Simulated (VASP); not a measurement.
# K3SrAg3 (Pm-3m) in VASP: notebook

Runs on K3SrAg3. Level: PBE. Tasks: single point.

Everything below comes from runs of VASP 6.6.1. Logs are shortened: lines on timing, memory, paths and dates and some standing lists are left out, and cuts for length are marked.

### Step 1. The cell of the first run

It takes space group Pm-3m (No. 221, cubic). Conventional cell: a = 5.954 Å, b = 5.954 Å, c = 5.954 Å, α = 90.00°, β = 90.00°, γ = 90.00°. K (site symmetry 4/mmm) has 2 Sr at 2.98 Å and 4 Ag at 2.98 Å within 3.9 Å. Within 3.9 Å of Sr (site symmetry m-3m) lie 6 K at 2.98 Å. Within 3.9 Å of Ag (site symmetry 4/mmm) lie 4 K at 2.98 Å.

The cell was generated, and may not be a known phase.

### Step 2. Single point, PBE

INCAR reads:

```
SYSTEM = K3SrAg3
  ALGO = Normal
  EDIFF = 1E-7
  ENCUT = 520
  GGA = PE
  ISIF = 2
  ISMEAR = 0
  LASPH = .True.
  LCHARG = .False.
  LREAL = .False.
  LWAVE = .False.
  NBANDS = 44
  NELM = 100
  PREC = Accurate
  SIGMA = 0.1
```

KPOINTS reads:

```
k-points
0
Gamma
  4 4 4
  0 0 0
```

POSCAR reads:

```
K3SrAg3
1.0
    5.9537790200      0.0000000000      0.0000000000
    0.0000000000      5.9537790200      0.0000000000
    0.0000000000      0.0000000000      5.9537790200
K Sr Ag
3 1 3
Direct
    0.0000000000      0.5000000000      0.5000000000
    0.5000000000      0.5000000000      0.0000000000
    0.5000000000      0.0000000000      0.5000000000
    0.5000000000      0.5000000000      0.5000000000
    0.0000000000      0.5000000000      0.0000000000
    0.5000000000      0.0000000000      0.0000000000
    0.0000000000      0.0000000000      0.5000000000
```

Potentials or basis: VASP PAW PBE potentials, release 64 (K_sv, Sr_sv, Ag).

The run is started by

```
$ cat potpaw_PBE.64/K_sv/POTCAR potpaw_PBE.64/Sr_sv/POTCAR potpaw_PBE.64/Ag/POTCAR > POTCAR
$ mpirun -np 1 vasp_std > vasp.out
```

OUTCAR:

```text
SYSTEM = K3SrAg3
   EDIFF = 1E-7
   ENCUT = 520
   GGA = PE
   ISIF = 2
   ISMEAR = 0
   LASPH = .True.
   LREAL = .False.
   NELM = 100
   PREC = Accurate

 ion  position               nearest neighbor table
   1  0.000  0.500  0.500-   4 2.98   5 2.98   7 2.98   5 2.98   7 2.98   4 2.98
   2  0.500  0.500  0.000-   4 2.98   5 2.98   6 2.98   4 2.98   6 2.98   5 2.98
   3  0.500  0.000  0.500-   4 2.98   6 2.98   7 2.98   6 2.98   4 2.98   7 2.98
   4  0.500  0.500  0.500-   1 2.98   2 2.98   3 2.98   2 2.98   3 2.98   1 2.98   5 4.21   5 4.21
                             6 4.21   6 4.21   6 4.21   7 4.21   6 4.21   7 4.21   5 4.21   7 4.21
   5  0.000  0.500  0.000-   1 2.98   2 2.98   1 2.98   2 2.98   4 4.21   4 4.21   4 4.21   4 4.21

   6  0.500  0.000  0.000-   2 2.98   3 2.98   3 2.98   2 2.98   4 4.21   4 4.21   4 4.21   4 4.21

   7  0.000  0.000  0.500-   1 2.98   3 2.98   1 2.98   3 2.98   4 4.21   4 4.21   4 4.21   4 4.21

  LATTYP: Found a simple cubic cell.
 ALAT       =     5.9537790200

  Lattice vectors:

 A1 = (   5.9537790200,   0.0000000000,   0.0000000000)
 A2 = (   0.0000000000,   5.9537790200,   0.0000000000)
 A3 = (   0.0000000000,   0.0000000000,   5.9537790200)

Analysis of symmetry for initial positions (statically):
=====================================================================
 Subroutine PRICEL returns:
 Original cell was already a primitive cell.

 Routine SETGRP: Setting up the symmetry group for a
 simple cubic supercell.

 Subroutine GETGRP returns: Found 48 space group operations
 (whereof 48 operations were pure point group operations)
 out of a pool of 48 trial point group operations.

The static configuration has the point symmetry O_h .

Analysis of symmetry for dynamics (positions and initial velocities):
=====================================================================
 Subroutine PRICEL returns:
 Original cell was already a primitive cell.

 Routine SETGRP: Setting up the symmetry group for a
 simple cubic supercell.

 Subroutine GETGRP returns: Found 48 space group operations
 (whereof 48 operations were pure point group operations)
 out of a pool of 48 trial point group operations.

The dynamic configuration has the point symmetry O_h .

 Subroutine INISYM returns: Found 48 space group operations
 (whereof 48 operations are pure point group operations),
 and found     1 'primitive' translations

----------------------------------------------------------------------------------------

                                     Primitive cell

  volume of cell :     211.0465

  direct lattice vectors                    reciprocal lattice vectors
     5.953779020  0.000000000  0.000000000     0.167960550  0.000000000  0.000000000
     0.000000000  5.953779020  0.000000000     0.000000000  0.167960550  0.000000000
     0.000000000  0.000000000  5.953779020     0.000000000  0.000000000  0.167960550

  length of vectors
     5.953779020  5.953779020  5.953779020     0.167960550  0.167960550  0.167960550

  position of ions in fractional coordinates (direct lattice)
     0.000000000  0.500000000  0.500000000
     0.500000000  0.500000000  0.000000000
     0.500000000  0.000000000  0.500000000
     0.500000000  0.500000000  0.500000000
     0.000000000  0.500000000  0.000000000
     0.500000000  0.000000000  0.000000000
     0.000000000  0.000000000  0.500000000

  ion indices of the primitive-cell ions
   primitive index   ion index
                 1           1
                 2           2
                 3           3
                 4           4
                 5           5
                 6           6
                 7           7

----------------------------------------------------------------------------------------

 KPOINTS: k-points

Automatic generation of k-mesh.
 Grid dimensions read from file:
 generate k-points for:    4    4    4

 Generating k-lattice:

  Cartesian coordinates                     Fractional coordinates (reciprocal lattice)
     0.041990138  0.000000000  0.000000000     0.250000000  0.000000000  0.000000000
     0.000000000  0.041990138  0.000000000     0.000000000  0.250000000  0.000000000
     0.000000000  0.000000000  0.041990138     0.000000000  0.000000000  0.250000000

  Length of vectors
     0.041990138  0.041990138  0.041990138

  Shift w.r.t. Gamma in fractional coordinates (k-lattice)
     0.000000000  0.000000000  0.000000000

 Subroutine IBZKPT returns following result:
 ===========================================

 Found     10 irreducible k-points:

 Following reciprocal coordinates:
            Coordinates               Weight
  0.000000  0.000000  0.000000      1.000000
  0.250000  0.000000  0.000000      6.000000
  0.500000  0.000000  0.000000      3.000000
  0.250000  0.250000  0.000000     12.000000
  0.500000  0.250000  0.000000     12.000000
  0.500000  0.500000  0.000000      3.000000
  0.250000  0.250000  0.250000      8.000000
  0.500000  0.250000  0.250000     12.000000
  0.500000  0.500000  0.250000      6.000000
  0.500000  0.500000  0.500000      1.000000
   k-points           NKPTS =     10   k-points in BZ     NKDIM =     10   number of bands    NBANDS=     44
   number of dos      NEDOS =    301   number of ions     NIONS =      7
   total plane-waves  NPLWV = 110592
   dimension x,y,z NGX =    48 NGY =   48 NGZ =   48
   dimension x,y,z NGXF=    96 NGYF=   96 NGZF=   96
   ions per type =               3   1   3
   NGX,Y,Z   is equivalent  to a cutoff of  13.40, 13.40, 13.40 a.u.
   NGXF,Y,Z  is equivalent  to a cutoff of  26.81, 26.81, 26.81 a.u.
 SYSTEM =  K3SrAg3
   PREC   = accura    normal or accurate (medium, high low for compatibility)
   ISTART =      0    job   : 0-new  1-cont  2-samecut
   ICHARG =      2    charge: 1-file 2-atom 10-const
   ISPIN  =      1    spin polarized calculation?
   LNONCOLLINEAR =      F non collinear calculations
   LSORBIT =      F    spin-orbit coupling
   LASPH  =      T    aspherical Exc in radial PAW
   ENCUT  =  520.0 eV  38.22 Ry    6.18 a.u.  11.07 11.07 11.07*2*pi/ulx,y,z
   NELM   =    100;   NELMIN=  2; NELMDL= -5     # of ELM steps
   EDIFF  = 0.1E-06   stopping-criterion for ELM
   LREAL  =      F    real-space projection
   EDIFFG = 0.1E-05   stopping-criterion for IOM
   NSW    =      0    number of steps for IOM
   IBRION =     -1    ionic relax: 0-MD 1-quasi-New 2-CG
   NFREE  =      0    steps in history (QN), initial steepest desc. (CG)
   ISIF   =      2    stress and relaxation
   ISYM   =      2    0-nonsym 1-usesym 2-fastsym
   POTIM  = 0.5000    time-step for ionic-motion
   TEBEG  =    0.0;   TEEND  =   0.0 temperature during run
   PSTRESS=    0.0 pullay stress
   NELECT =      70.0000    total number of electrons
   NUPDOWN=      -1.0000    fix difference up-down
   EMIN   =  10.00;   EMAX   =-10.00  energy-range for DOS
   EFERMI =   0.00;   METHOD = LEGACY
   ISMEAR =     0;   SIGMA  =   0.10  broadening in eV -4-tet -1-fermi 0-gaus
   EFERMI_NEDOS =   21; number of points for ismear=-14 and -15
   IALGO  =     38    algorithm
   IMIX   =      4    mixing-type and parameters
     AMIX     =   0.40;   BMIX     =  1.00
     AMIX_MAG =   1.60;   BMIX_MAG =  1.00
  volume/ion in A,a.u.               =      30.15       203.46
  Fermi-wavevector in a.u.,A,eV,Ry     =   1.133221  2.141478 17.472478  1.284191
  Thomas-Fermi vector in A             =   2.269924
   LORBIT       =      0    0 simple, 1 ext, 2 COOP (PROOUT), +10 PAW based schemes
   GGA     = PE    functional components
   LHFCALC =     F    Hartree Fock is set to
   AEXX    =    0.0000 exact exchange contribution
   IVDW    =     0    specifies the selected vdW correction
   LEPSILON=     F    determine dielectric tensor
   LRPA    =     F    only Hartree local field effects (RPA)
 non-spin polarized calculation
 Gauss-broadening in eV      SIGMA  =   0.10
  energy-cutoff  :      520.00
  volume of cell :      211.05
 maximum number of plane-waves:      5712
 NGX is ok and might be reduce to    48
   NGX = 23   NGY = 23   NGZ = 23

 number of electron      70.0000009 magnetization

 Free energy of the ion-electron system (eV)
  ---------------------------------------------------
  ext. energy  EPLUGINS =         0.00000000
  ---------------------------------------------------
  free energy    TOTEN  =        -4.98126731 eV

  energy without entropy =       -4.94447596  energy(sigma->0) =       -4.96287163

 E-fermi :   3.0065     XC(G=0):  -8.7186

 val. band max:        2.9747310485   @ k =   0.5000   0.0000   0.0000
 cond. band min:       3.0693073544   @ k =   0.5000   0.2500   0.0000
 fundamental gap:      0.0945763059
 Fermi energy:         3.0064509946

 k-point     1 :       0.0000    0.0000    0.0000
  band No.  band energies     occupation
      1     -34.8274      2.00000
      2     -28.5824      2.00000
      3     -28.5751      2.00000
      4     -28.5751      2.00000
      5     -17.0490      2.00000
      6     -17.0490      2.00000
[... 36 lines left out ...]
     43       4.1530      0.00000
     44       7.6464      0.00000

 k-point     2 :       0.2500    0.0000    0.0000
  band No.  band energies     occupation
      1     -34.8268      2.00000
      2     -28.5835      2.00000
      3     -28.5780      2.00000
      4     -28.5747      2.00000
      5     -17.0480      2.00000
      6     -17.0480      2.00000
[... 36 lines left out ...]
     43       5.2497      0.00000
     44       6.7681      0.00000

 k-point     3 :       0.5000    0.0000    0.0000
  band No.  band energies     occupation
      1     -34.8262      2.00000
      2     -28.5864      2.00000
      3     -28.5791      2.00000
      4     -28.5743      2.00000
      5     -17.0470      2.00000
      6     -17.0470      2.00000
[... 36 lines left out ...]
     43       6.0856      0.00000
     44       6.2938      0.00000

 k-point     4 :       0.2500    0.2500    0.0000
  band No.  band energies     occupation
      1     -34.8262      2.00000
      2     -28.5836      2.00000
      3     -28.5804      2.00000
      4     -28.5758      2.00000
      5     -17.0470      2.00000
      6     -16.9767      2.00000
[... 36 lines left out ...]
     43       5.3370      0.00000
     44       6.1120      0.00000

 k-point     5 :       0.5000    0.2500    0.0000
  band No.  band energies     occupation
      1     -34.8256      2.00000
      2     -28.5860      2.00000
      3     -28.5817      2.00000
      4     -28.5757      2.00000
      5     -17.0460      2.00000
      6     -16.9754      2.00000
[... 36 lines left out ...]
     43       5.6127      0.00000
     44       5.7597      0.00000

 k-point     6 :       0.5000    0.5000    0.0000
  band No.  band energies     occupation
      1     -34.8250      2.00000
      2     -28.5856      2.00000
      3     -28.5856      2.00000
      4     -28.5758      2.00000
      5     -17.0449      2.00000
      6     -16.9003      2.00000
[... 36 lines left out ...]
     43       5.3451      0.00000
     44       5.5550      0.00000

 k-point     7 :       0.2500    0.2500    0.2500
  band No.  band energies     occupation
      1     -34.8256      2.00000
      2     -28.5836      2.00000
      3     -28.5799      2.00000
      4     -28.5799      2.00000
      5     -16.9759      2.00000
      6     -16.9751      2.00000
[... 36 lines left out ...]
     43       4.8385      0.00000
     44       6.3441      0.00000

 k-point     8 :       0.5000    0.2500    0.2500
  band No.  band energies     occupation
      1     -34.8250      2.00000
      2     -28.5856      2.00000
      3     -28.5819      2.00000
      4     -28.5795      2.00000
      5     -16.9746      2.00000
      6     -16.9741      2.00000
[... 36 lines left out ...]
     43       5.5924      0.00000
     44       6.1770      0.00000

 k-point     9 :       0.5000    0.5000    0.2500
  band No.  band energies     occupation
      1     -34.8244      2.00000
      2     -28.5851      2.00000
      3     -28.5851      2.00000
      4     -28.5803      2.00000
      5     -16.9733      2.00000
      6     -16.8992      2.00000
[... 36 lines left out ...]
     43       5.3124      0.00000
     44       5.4314      0.00000

 k-point    10 :       0.5000    0.5000    0.5000
  band No.  band energies     occupation
      1     -34.8238      2.00000
      2     -28.5847      2.00000
      3     -28.5847      2.00000
      4     -28.5847      2.00000
      5     -16.8981      2.00000
      6     -16.8981      2.00000
[... 36 lines left out ...]
     43       5.7595      0.00000
     44       5.8393      0.00000

------------------------ aborting loop because EDIFF is reached ----------------------------------------

  FORCE on cell =-STRESS in cart. coord.  units (eV):
  Direction    XX          YY          ZZ          XY          YZ          ZX
  --------------------------------------------------------------------------------------
  -------------------------------------------------------------------------------------
  Total       12.1233920     12.1233920     12.1233920      0.0000000      0.0000000      0.0000000
  in kB       92.0357588     92.0357588     92.0357588      0.0000000      0.0000000      0.0000000
  external PRESSURE =      92.0357588 kB  Pullay stress =       0.0000000 kB

 VOLUME and BASIS-vectors are now :
 -----------------------------------------------------------------------------
  energy-cutoff  :      520.00
  volume of cell :      211.05
      direct lattice vectors                 reciprocal lattice vectors
     5.953779020  0.000000000  0.000000000     0.167960550  0.000000000  0.000000000
     0.000000000  5.953779020  0.000000000     0.000000000  0.167960550  0.000000000
     0.000000000  0.000000000  5.953779020     0.000000000  0.000000000  0.167960550

 POSITION                                       TOTAL-FORCE (eV/Angst)
 -----------------------------------------------------------------------------------
      0.00000      2.97689      2.97689         0.000000      0.000000      0.000000
      2.97689      2.97689      0.00000         0.000000      0.000000      0.000000
      2.97689      0.00000      2.97689         0.000000      0.000000      0.000000
      2.97689      2.97689      2.97689         0.000000      0.000000      0.000000
      0.00000      2.97689      0.00000         0.000000      0.000000      0.000000
      2.97689      0.00000      0.00000         0.000000      0.000000      0.000000
      0.00000      0.00000      2.97689         0.000000      0.000000      0.000000
 -----------------------------------------------------------------------------------
    total drift:                                0.000000      0.000000      0.000000

  FREE ENERGIE OF THE ION-ELECTRON SYSTEM (eV)
  ---------------------------------------------------
  free  energy   TOTEN  =        -4.9812673075 eV

  energy  without entropy=       -4.9444759581  energy(sigma->0) =       -4.96287163
```

Wall time 2.8 min (1 thread of Intel Xeon 8259CL, shared host); peak memory 0.37 GiB.

What came out:

```
Free energy            : -4.9813 eV
Pressure               : 9.2 GPa
Band gap on the k mesh : zero (bands 35 and 36 overlap by 0.55 eV)
```

Levels at points of the mesh, in eV from the Fermi level:
```
           k point  band 32  band 33  band 34  band 35  band 36  band 37  band 38  band 39
(0.00, 0.00, 0.00)    -3.88    -0.86    -0.86     0.32     0.32     0.32     0.53     1.08
(0.50, 0.00, 0.00)    -2.72    -2.66    -0.14    -0.03    -0.03     0.33     0.46     0.62
(0.50, 0.50, 0.00)    -1.74    -1.70    -1.70    -0.99     0.18     0.18     1.64     1.64
(0.50, 0.50, 0.50)    -1.09    -1.09    -1.09    -0.23    -0.23    -0.23    -0.16     1.14
```

Caveat: the cell stands under pressure.

### Step 3. Single point, PBE

This run uses another cell than the first one, of 57.64 Å³/atom.

INCAR reads:

```
SYSTEM = K3SrAg3
PREC = Accurate
ENCUT = 520
EDIFF = 1E-7
ISMEAR = 0
SIGMA = 0.1
LREAL = .FALSE.
LASPH = .TRUE.
NELM = 80
ALGO = Normal
ISIF = 2
LWAVE = .FALSE.
LCHARG = .FALSE.
GGA = PE
NBANDS = 44
```

KPOINTS reads:

```
regular mesh
0
G
  4 4 4
  0 0 0
```

POSCAR, as its differences from that of step 2:

```diff
@@ -2,5 +2,5 @@
 1.0
-    5.9537790200      0.0000000000      0.0000000000
-    0.0000000000      5.9537790200      0.0000000000
-    0.0000000000      0.0000000000      5.9537790200
+    7.3893636659      0.0000000000      0.0000000000
+    0.0000000000      7.3893636659      0.0000000000
+    0.0000000000      0.0000000000      7.3893636659
 K Sr Ag
```

Potentials or basis: VASP PAW PBE potentials, release 64 (K_sv, Sr_sv, Ag).

The run is started by

```
$ cat potpaw_PBE.64/K_sv/POTCAR potpaw_PBE.64/Sr_sv/POTCAR potpaw_PBE.64/Ag/POTCAR > POTCAR
$ mpirun -np 1 vasp_std > vasp.out
```

Run time: 6.3 min. Hardware: 1 thread of Intel Xeon 8259CL, shared host; peak memory 0.53 GiB.

The run converged. Its results:

- Free energy: -8.6222 eV
- Pressure: 0.1 GPa

Levels at points of the mesh, in eV from the Fermi level:
| k point | band 32 | band 33 | band 34 | band 35 | band 36 | band 37 | band 38 | band 39 |
| --- | --- | --- | --- | --- | --- | --- | --- | --- |
| (0.00, 0.00, 0.00) | -2.40 | -0.48 | -0.48 | -0.13 | 1.01 | 1.01 | 1.01 | 1.01 |
| (0.50, 0.00, 0.00) | -1.90 | -1.48 | -0.17 | -0.10 | 0.65 | 0.78 | 0.78 | 1.03 |
| (0.50, 0.50, 0.00) | -1.25 | -1.04 | -1.04 | -0.84 | 0.86 | 0.86 | 1.10 | 1.27 |
| (0.50, 0.50, 0.50) | -0.71 | -0.71 | -0.71 | -0.65 | 0.08 | 0.08 | 0.08 | 1.51 |

The gap in the log of VASP goes by the Fermi energy; the results here count the filled bands.